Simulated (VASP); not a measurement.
Here is a VASP 6.6.1 calculation.

The input INCAR:

```
PREC = Accurate
ENCUT = 520
EDIFF = 1E-6
ISMEAR = 0
SIGMA = 0.02
LREAL = False
LASPH = True
NELM = 80
ALGO = Normal
ISIF = 2
LWAVE = False
LCHARG = False
LDIPOL = True
IDIPOL = 3
DIPOL = 0.5 0.5 0.500
GGA = PE
IVDW = 12
IBRION = 2
NSW = 60
EDIFFG = -0.01
```

The input KPOINTS:

```
regular mesh
0
Gamma
  10 10 1
```

File POSCAR:

```
BN
1.0
    2.6091043792      0.0014944652      0.0000000000
    1.3032425477      2.2603067838      0.0000000000
    0.0000000000      0.0000000000     26.0000000000
B N
1 1
Direct
    0.4999824916      0.4999824916      0.5000000000
    0.8333175184      0.8333175184      0.5000000000
```

Potentials or basis: VASP PAW PBE potentials, release 64 (B, N).

Run with:

```bash
$ cat potpaw_PBE.64/B/POTCAR potpaw_PBE.64/N/POTCAR > POTCAR
$ mpirun -np 1 vasp_std > vasp.out
```

**Question.** Predict the dispersion energy per atom.

**Answer.** -0.071 eV.

**Question.** Estimate the band gap on the k mesh.

**Answer.** 4.66 eV.

Final structure:
```yaml
crystal:
  lattice:
    - [2.60910, 0.00149, 0.00000]
    - [1.30324, 2.26031, 0.00000]
    - [0.00000, 0.00000, 26.00000]
  atoms:
    - { symbol: B, position: [0.49998, 0.49998, 0.50000] }
    - { symbol: N, position: [0.83332, 0.83332, 0.50000] }
```

Caveat: the cell differs from its parent crystal (biaxial strain +0.040).
